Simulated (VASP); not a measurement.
# KCl (P4/mmm) in VASP: further runs

Runs on KCl. Level: PBEsol. Tasks: single point.

Program: VASP 6.6.1. These are calculated values, not measurements. Logs are shortened: lines on timing, memory, paths and dates and some standing lists are left out, and cuts for length are marked.

## 1. The cell of the first run

It takes space group P4/mmm (No. 123, tetragonal). Conventional cell: a = 3.647 Å, b = 3.647 Å, c = 3.935 Å, α = 90.00°, β = 90.00°, γ = 90.00°. Within 4.3 Å of K (site symmetry 4/mmm) lie 8 Cl at 3.24 Å and 6 K at 3.65 to 3.94 Å. Cl (site symmetry 4/mmm) has 8 K at 3.24 Å and 6 Cl at 3.65 to 3.94 Å within 4.3 Å.

## 2. Single point, PBEsol (strain -0.050 along x and y, +0.025 along z)

File INCAR:

```
SYSTEM = KCl
PREC = Accurate
ENCUT = 520
EDIFF = 1E-6
ISMEAR = 0
SIGMA = 0.05
LREAL = .False.
LASPH = .True.
NELM = 80
ALGO = Normal
ISIF = 2
LWAVE = .False.
LCHARG = .False.
GGA = PS
NBANDS = 15
```

File KPOINTS:

```
regular mesh
0
Gamma
  6 6 6
  0 0 0
```

File POSCAR:

```
KCl
1.0
    3.6472362000      0.0000000000      0.0000000000
    0.0000000000      3.6472362000      0.0000000000
    0.0000000000      0.0000000000      3.9351759000
K Cl
1 1
Direct
    0.0000000000      0.0000000000      0.0000000000
    0.5000000000      0.5000000000      0.5000000000
```

Potentials or basis: VASP PAW PBE potentials, release 64 (K_sv, Cl).

On the command line:

```
> cat potpaw_PBE.64/K_sv/POTCAR potpaw_PBE.64/Cl/POTCAR > POTCAR
> mpirun -np 1 vasp_std > vasp.out
```

OUTCAR:

```text
SYSTEM = KCl
   PREC = Accurate
   ENCUT = 520
   EDIFF = 1E-6
   ISMEAR = 0
   LREAL = .False.
   LASPH = .True.
   NELM = 80
   ISIF = 2
   GGA = PS

 ion  position               nearest neighbor table
   1  0.000  0.000  0.000-
   2  0.500  0.500  0.500-

  LATTYP: Found a simple tetragonal cell.
 ALAT       =     3.6472362000
 C/A-ratio  =     1.0789473684

  Lattice vectors:

 A1 = (   3.6472362000,   0.0000000000,   0.0000000000)
 A2 = (   0.0000000000,   3.6472362000,   0.0000000000)
 A3 = (   0.0000000000,   0.0000000000,   3.9351759000)

Analysis of symmetry for initial positions (statically):
=====================================================================
 Subroutine PRICEL returns:
 Original cell was already a primitive cell.

 Routine SETGRP: Setting up the symmetry group for a
 simple tetragonal supercell.

 Subroutine GETGRP returns: Found 16 space group operations
 (whereof 16 operations were pure point group operations)
 out of a pool of 16 trial point group operations.

The static configuration has the point symmetry D_4h.

Analysis of symmetry for dynamics (positions and initial velocities):
=====================================================================
 Subroutine PRICEL returns:
 Original cell was already a primitive cell.

 Routine SETGRP: Setting up the symmetry group for a
 simple tetragonal supercell.

 Subroutine GETGRP returns: Found 16 space group operations
 (whereof 16 operations were pure point group operations)
 out of a pool of 16 trial point group operations.

The dynamic configuration has the point symmetry D_4h.

 Subroutine INISYM returns: Found 16 space group operations
 (whereof 16 operations are pure point group operations),
 and found     1 'primitive' translations

----------------------------------------------------------------------------------------

                                     Primitive cell

  volume of cell :      52.3470

  direct lattice vectors                    reciprocal lattice vectors
     3.647236200  0.000000000  0.000000000     0.274180213  0.000000000  0.000000000
     0.000000000  3.647236200  0.000000000     0.000000000  0.274180213  0.000000000
     0.000000000  0.000000000  3.935175900     0.000000000  0.000000000  0.254118247

  length of vectors
     3.647236200  3.647236200  3.935175900     0.274180213  0.274180213  0.254118247

  position of ions in fractional coordinates (direct lattice)
     0.000000000  0.000000000  0.000000000
     0.500000000  0.500000000  0.500000000

  ion indices of the primitive-cell ions
   primitive index   ion index
                 1           1
                 2           2

----------------------------------------------------------------------------------------

 KPOINTS: regular mesh

Automatic generation of k-mesh.
 Grid dimensions read from file:
 generate k-points for:    6    6    6

 Generating k-lattice:

  Cartesian coordinates                     Fractional coordinates (reciprocal lattice)
     0.045696702  0.000000000  0.000000000     0.166666667  0.000000000  0.000000000
     0.000000000  0.045696702  0.000000000     0.000000000  0.166666667  0.000000000
     0.000000000  0.000000000  0.042353041     0.000000000  0.000000000  0.166666667

  Length of vectors
     0.045696702  0.045696702  0.042353041

  Shift w.r.t. Gamma in fractional coordinates (k-lattice)
     0.000000000  0.000000000  0.000000000

 Subroutine IBZKPT returns following result:
 ===========================================

 Found     40 irreducible k-points:

 Following reciprocal coordinates:
            Coordinates               Weight
  0.000000  0.000000  0.000000      1.000000
  0.166667  0.000000  0.000000      4.000000
  0.333333  0.000000  0.000000      4.000000
  0.500000  0.000000  0.000000      2.000000
  0.166667  0.166667  0.000000      4.000000
  0.333333  0.166667  0.000000      8.000000
[... 16 lines left out ...]
  0.333333  0.000000  0.333333      8.000000
  0.500000  0.000000  0.333333      4.000000
 [... further k-points ...]
   k-points           NKPTS =     40   k-points in BZ     NKDIM =     40   number of bands    NBANDS=     15
   number of dos      NEDOS =    301   number of ions     NIONS =      2
   total plane-waves  NPLWV =  23520
   dimension x,y,z NGX =    28 NGY =   28 NGZ =   30
   dimension x,y,z NGXF=    56 NGYF=   56 NGZF=   60
   ions per type =               1   1
   NGX,Y,Z   is equivalent  to a cutoff of  12.76, 12.76, 12.67 a.u.
   NGXF,Y,Z  is equivalent  to a cutoff of  25.53, 25.53, 25.35 a.u.
 SYSTEM =  KCl
   PREC   = accura    normal or accurate (medium, high low for compatibility)
   ISTART =      0    job   : 0-new  1-cont  2-samecut
   ICHARG =      2    charge: 1-file 2-atom 10-const
   ISPIN  =      1    spin polarized calculation?
   LNONCOLLINEAR =      F non collinear calculations
   LSORBIT =      F    spin-orbit coupling
   LASPH  =      T    aspherical Exc in radial PAW
   ENCUT  =  520.0 eV  38.22 Ry    6.18 a.u.   6.78  6.78  7.32*2*pi/ulx,y,z
   NELM   =     80;   NELMIN=  2; NELMDL= -5     # of ELM steps
   EDIFF  = 0.1E-05   stopping-criterion for ELM
   LREAL  =      F    real-space projection
   EDIFFG = 0.1E-04   stopping-criterion for IOM
   NSW    =      0    number of steps for IOM
   IBRION =     -1    ionic relax: 0-MD 1-quasi-New 2-CG
   NFREE  =      0    steps in history (QN), initial steepest desc. (CG)
   ISIF   =      2    stress and relaxation
   ISYM   =      2    0-nonsym 1-usesym 2-fastsym
   POTIM  = 0.5000    time-step for ionic-motion
   TEBEG  =    0.0;   TEEND  =   0.0 temperature during run
   PSTRESS=    0.0 pullay stress
   NELECT =      16.0000    total number of electrons
   NUPDOWN=      -1.0000    fix difference up-down
   EMIN   =  10.00;   EMAX   =-10.00  energy-range for DOS
   EFERMI =   0.00;   METHOD = LEGACY
   ISMEAR =     0;   SIGMA  =   0.05  broadening in eV -4-tet -1-fermi 0-gaus
   EFERMI_NEDOS =   21; number of points for ismear=-14 and -15
   IALGO  =     38    algorithm
   IMIX   =      4    mixing-type and parameters
     AMIX     =   0.40;   BMIX     =  1.00
     AMIX_MAG =   1.60;   BMIX_MAG =  1.00
  volume/ion in A,a.u.               =      26.17       176.63
  Fermi-wavevector in a.u.,A,eV,Ry     =   1.102768  2.083929 16.546010  1.216097
  Thomas-Fermi vector in A             =   2.239216
   LORBIT       =      0    0 simple, 1 ext, 2 COOP (PROOUT), +10 PAW based schemes
   GGA     = PS    functional components
   LHFCALC =     F    Hartree Fock is set to
   AEXX    =    0.0000 exact exchange contribution
   IVDW    =     0    specifies the selected vdW correction
   LEPSILON=     F    determine dielectric tensor
   LRPA    =     F    only Hartree local field effects (RPA)
 non-spin polarized calculation
 Gauss-broadening in eV      SIGMA  =   0.05
  energy-cutoff  :      520.00
  volume of cell :       52.35
 maximum number of plane-waves:      1444
 NGX is ok and might be reduce to    28
   NGX = 13   NGY = 13   NGZ = 15

 number of electron      15.9999996 magnetization

 Free energy of the ion-electron system (eV)
  ---------------------------------------------------
  ext. energy  EPLUGINS =         0.00000000
  ---------------------------------------------------
  free energy    TOTEN  =        -6.88655209 eV

  energy without entropy =       -6.88655209  energy(sigma->0) =       -6.88655209

 E-fermi :  -0.0970     XC(G=0):  -8.6225

 val. band max:       -0.3483019756   @ k =   0.5000   0.0000   0.5000
 cond. band min:       4.3631552058   @ k =   0.0000   0.0000   0.0000
 fundamental gap:      4.7114571814
 Fermi energy:        -0.0970126522

 k-point     1 :       0.0000    0.0000    0.0000
  band No.  band energies     occupation
      1     -28.3007      2.00000
      2     -13.1954      2.00000
      3     -11.7589      2.00000
      4     -11.7122      2.00000
      5     -11.7122      2.00000
      6      -0.9827      2.00000
      7      -0.5564      2.00000
      8      -0.5564      2.00000
      9       4.3632      0.00000
     10       5.7679      0.00000
     11       6.0140      0.00000
     12      10.1561      0.00000
     13      10.1561      0.00000
     14      10.6849      0.00000
     15      12.9453      0.00000

 k-point     2 :       0.1667    0.0000    0.0000
  band No.  band energies     occupation
      1     -28.2918      2.00000
      2     -13.2290      2.00000
      3     -11.7446      2.00000
      4     -11.7024      2.00000
      5     -11.7006      2.00000
      6      -1.1735      2.00000
      7      -0.9903      2.00000
      8      -0.5496      2.00000
      9       4.9827      0.00000
     10       6.1175      0.00000
     11       6.6508      0.00000
     12      10.0029      0.00000
     13      10.3169      0.00000
     14      10.4624      0.00000
     15      12.4082      0.00000

 k-point     3 :       0.3333    0.0000    0.0000
  band No.  band energies     occupation
      1     -28.2738      2.00000
      2     -13.3106      2.00000
      3     -11.7156      2.00000
      4     -11.6771      2.00000
      5     -11.6574      2.00000
      6      -2.1295      2.00000
      7      -1.0077      2.00000
      8      -0.5374      2.00000
      9       6.2505      0.00000
     10       6.9041      0.00000
     11       7.9016      0.00000
     12       9.8854      0.00000
     13      10.1663      0.00000
     14      10.6198      0.00000
     15      10.6999      0.00000

 k-point     4 :       0.5000    0.0000    0.0000
  band No.  band energies     occupation
      1     -28.2648      2.00000
      2     -13.3573      2.00000
      3     -11.7010      2.00000
      4     -11.6653      2.00000
      5     -11.6232      2.00000
      6      -2.5317      2.00000
      7      -1.0176      2.00000
      8      -0.5320      2.00000
      9       7.3111      0.00000
     10       7.3602      0.00000
     11       8.3226      0.00000
     12       9.5575      0.00000
     13       9.9851      0.00000
     14      10.0925      0.00000
     15      10.9390      0.00000
[... 307 lines left out ...]
 k-point    22 :       0.1667    0.0000    0.3333
  band No.  band energies     occupation
      1     -28.2800      2.00000
      2     -13.3031      2.00000
      3     -11.8125      2.00000
      4     -11.6819      2.00000
      5     -11.5735      2.00000
      6      -2.0514      2.00000
      7      -1.0288      2.00000
      8      -0.5546      2.00000
      9       6.5286      0.00000
     10       6.9411      0.00000
     11       7.7291      0.00000
     12       9.6994      0.00000
     13       9.7716      0.00000
     14      10.6028      0.00000
     15      11.3960      0.00000

 k-point    23 :       0.3333    0.0000    0.3333
  band No.  band energies     occupation
      1     -28.2628      2.00000
      2     -13.1338      2.00000
      3     -11.9609      2.00000
      4     -11.7096      2.00000
      5     -11.6617      2.00000
      6      -1.8809      2.00000
      7      -1.6299      2.00000
      8      -0.4502      2.00000
      9       6.1817      0.00000
     10       7.1524      0.00000
     11       9.0190      0.00000
     12       9.0206      0.00000
     13       9.6530      0.00000
     14       9.8346      0.00000
     15      11.6176      0.00000

 k-point    24 :       0.5000    0.0000    0.3333
  band No.  band energies     occupation
      1     -28.2542      2.00000
      2     -13.0467      2.00000
      3     -11.9362      2.00000
      4     -11.8761      2.00000
      5     -11.6516      2.00000
      6      -2.0925      2.00000
      7      -1.5801      2.00000
      8      -0.3961      2.00000
      9       5.9377      0.00000
     10       7.1355      0.00000
     11       8.8743      0.00000
     12       9.1247      0.00000
     13       9.7044      0.00000
     14      10.3095      0.00000
     15      12.1160      0.00000

 [... further k-points ...]
[... 5 lines left out ...]
  --------------------------------------------------------------------------------------
  -------------------------------------------------------------------------------------
  Total        0.3804497      0.3804497     -0.7573336      0.0000000      0.0000000      0.0000000
  in kB       11.6443686     11.6443686    -23.1795973      0.0000000      0.0000000      0.0000000
  external PRESSURE =       0.0363800 kB  Pullay stress =       0.0000000 kB

 VOLUME and BASIS-vectors are now :
 -----------------------------------------------------------------------------
  energy-cutoff  :      520.00
  volume of cell :       52.35
      direct lattice vectors                 reciprocal lattice vectors
     3.647236200  0.000000000  0.000000000     0.274180213  0.000000000  0.000000000
     0.000000000  3.647236200  0.000000000     0.000000000  0.274180213  0.000000000
     0.000000000  0.000000000  3.935175900     0.000000000  0.000000000  0.254118247

 POSITION                                       TOTAL-FORCE (eV/Angst)
 -----------------------------------------------------------------------------------
      0.00000      0.00000      0.00000         0.000000      0.000000      0.000000
      1.82362      1.82362      1.96759         0.000000      0.000000      0.000000
 -----------------------------------------------------------------------------------
    total drift:                               -0.000000      0.000000      0.000000

  FREE ENERGIE OF THE ION-ELECTRON SYSTEM (eV)
  ---------------------------------------------------
  free  energy   TOTEN  =        -6.8865520917 eV

  energy  without entropy=       -6.8865520917  energy(sigma->0) =       -6.88655209
```

It took 40 s on 1 thread of Intel Xeon 8259CL, shared host; peak memory 0.17 GiB.

What came out:

| Item | Value |
| --- | --- |
| Free energy | -6.8866 eV |
| Pressure | 0.0 GPa |
| Band gap on the k mesh | 4.71 eV, indirect (least direct gap 4.92 eV) |

Stress tensor (GPa, compression positive):
```
 1.16  0.00  0.00
 0.00  1.16  0.00
 0.00  0.00 -2.32
```

Levels at points of the mesh, in eV from the valence-band top:
```tsv
k point	band 4	band 5	band 6	band 7	band 8	band 9	band 10	band 11	band 12	band 13
(0.00, 0.00, 0.00)	-11.36	-11.36	-0.63	-0.21	-0.21	4.71	6.12	6.36	10.50	10.50
(0.50, 0.00, 0.00)	-11.32	-11.27	-2.18	-0.67	-0.18	7.66	7.71	8.67	9.91	10.33
(0.50, 0.50, 0.00)	-11.71	-11.31	-1.48	-1.48	-0.35	6.06	6.65	8.30	8.30	11.79
(0.00, 0.00, 0.50)	-11.34	-11.14	-2.15	-0.27	-0.27	7.56	7.75	8.00	9.97	10.87
(0.50, 0.00, 0.50)	-11.58	-11.30	-1.59	-1.39	0.00	5.87	7.29	8.91	9.16	11.31
(0.50, 0.50, 0.50)	-11.66	-11.50	-1.71	-1.71	-1.58	8.57	8.84	8.84	9.50	10.16
```

Caveat: the cell differs from its parent crystal (strain -0.050 along x and y, +0.025 along z); the PAW data sets were made with another functional, which shifts forces and pressure a little. A k mesh can miss the band edges.

(Part 1 of 2 ends here.)
